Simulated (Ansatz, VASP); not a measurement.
## C in VASP and in Ansatz

INCAR

```
SYSTEM = C
PREC = Accurate
ENCUT = 520
EDIFF = 1E-6
ISMEAR = 0
SIGMA = 0.05
LREAL = .FALSE.
LASPH = .TRUE.
NELM = 80
ALGO = Normal
ISIF = 2
LWAVE = .FALSE.
LCHARG = .TRUE.
GGA = PE
LELF = .TRUE.
LVHAR = .TRUE.
NBANDS = 11
```

KPOINTS

```
Automatic mesh
0
G
  12 12 12
  0 0 0
```

The input POSCAR:

```
C
1.0
    0.0000000000      1.7565694012      1.9345098815
    1.7565694012      0.0000000000      1.9345098815
    1.7565694012      1.7565694012      0.0000000000
C
2
Direct
    0.5000000000      0.5000000000      0.5000000000
    0.7500000000      0.7500000000      0.7500000000
```

Input for Ansatz:

```yaml
crystal:
  lattice:
    - [0.0, 1.7565694012, 1.9345098815]
    - [1.7565694012, 0.0, 1.9345098815]
    - [1.7565694012, 1.7565694012, 0.0]
  atoms:
    - { symbol: C, position: [0.5, 0.5, 0.5] }
    - { symbol: C, position: [0.75, 0.75, 0.75] }
basis:
  ecutwfc: 520.0
kpoints:
  mp_grid: { grid: [12, 12, 12] }
hamiltonian:
  xc: pbe
  pseudopotentials: { kind: paw, azcp: { folder: soft_1 } }
scf:
  occupations: { method: gaussian, width: 0.05 }
output:
  forces: true
  stress: true
  eigenvalues: true
```

Alike in both runs: task single point; functional PBE; k mesh 12 × 12 × 12; occupations gaussian, width 0.05 eV; no spin polarisation.

|  | VASP | Ansatz |
| --- | --- | --- |
| version | VASP 6.6.1 | Ansatz 0.2.0 |
| potentials or method | VASP PAW PBE potentials, release 64 (C), cutoff 520 eV | scalar-relativistic, plane waves, PAW |
| valence electrons in the cell | 8 | 8 |

|  | VASP | Ansatz | Ansatz less VASP |
| --- | --- | --- | --- |
| gap on the k mesh at the Fermi level (eV) | 2.87 | 2.88 | +0.008 |
| least direct gap on the mesh (eV) | 4.62 | 4.63 | +0.004 |
| pressure (GPa) | -17.8 | -18.2 | -0.44 |
| traceless stress, the component that is largest in VASP (GPa) | -61.87 | -61.86 | +0.014 |
